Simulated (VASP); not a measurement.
A run of VASP 6.6.1 is set up as follows.

INCAR

```
ALGO = Normal
EDIFF = 1E-7
EDIFFG = -0.01
ENCUT = 600
GGA = PS
IBRION = 2
ISIF = 3
ISMEAR = -1
LASPH = True
LCHARG = False
LDAU = True
LDAUJ = 0 0
LDAUL = 2 -1
LDAUPRINT = 1
LDAUTYPE = 2
LDAUU = 6 0
LMAXMIX = 4
LREAL = False
LWAVE = False
NELM = 150
NSW = 60
PREC = Accurate
SIGMA = 0.05
```

Contents of KPOINTS:

```
k-points
0
Gamma
  4 5 4
```

Contents of POSCAR:

```
HfO2
1.0
    5.2194633600      0.0000000000      0.0000000000
    0.0000000000      5.0047636900      0.0000000000
    0.0000000000      0.0000000000      5.0326850500
Hf O
4 8
Direct
    0.9669940000      0.7325208200      0.7414403500
    0.5330060000      0.7325208200      0.2414403500
    0.4669940000      0.2674791800      0.7414403500
    0.0330060000      0.2674791800      0.2414403500
    0.6321274500      0.9286454000      0.8792672600
    0.8678725500      0.9286454000      0.3792672600
    0.2339485200      0.5398830500      0.4922923900
    0.2660514800      0.5398830500      0.9922923900
    0.7660514800      0.4601169500      0.9922923900
    0.7339485200      0.4601169500      0.4922923900
    0.1321274500      0.0713546000      0.8792672600
    0.3678725500      0.0713546000      0.3792672600
```

Potentials or basis: VASP PAW PBE potentials, release 64 (Hf_pv, O).

Command:

```bash
$ cat potpaw_PBE.64/Hf_pv/POTCAR potpaw_PBE.64/O/POTCAR > POTCAR
$ mpirun -np 1 vasp_std > vasp.out
```

(1) What does it give for the band gap on the k mesh?

(2) Estimate the space group after relaxing (to 0.1 Å).

Answers

(1) 5.07 eV (least direct gap 5.10 eV).

(2) Pca2_1 (No. 29).

Caveat: spin-orbit coupling is left out, which moves the levels of the heavy elements; an odd mesh through Γ misses points on the zone boundary, where band edges can lie.
